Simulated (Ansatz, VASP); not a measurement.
## H in VASP and in Ansatz

```
H
1.0
     9.00000    0.00000    0.00000
     0.00000    9.50000    0.00000
     0.00000    0.00000   10.00000
H
2
Direct
  0.50000 0.50000 0.46211
  0.50000 0.50000 0.53789
```

Alike in both runs: functional PBEsol; k mesh 1 × 1 × 1; no spin polarisation.

Ansatz relaxed the structure, and its values are those at the end. VASP's run is a single point on that final structure, the one shown.

|  | VASP | Ansatz |
| --- | --- | --- |
| version | VASP 6.6.1 | Ansatz 0.2.0 |
| potentials or method | VASP PAW PBE potentials, release 64 (H), cutoff 520 eV | plane waves, PAW |
| occupations | methfessel-paxton of order 1, width 0.02 eV | cold, width 0.02 eV |
| valence electrons in the cell | 2 | 2 |

Ansatz gave:

* rms of the force components (eV/Å): 0.009

Problem. Which values does VASP return?

Solution. rms of the force components (eV/Å): 0.011.

VASP's potentials were made for PBE, not for PBEsol.
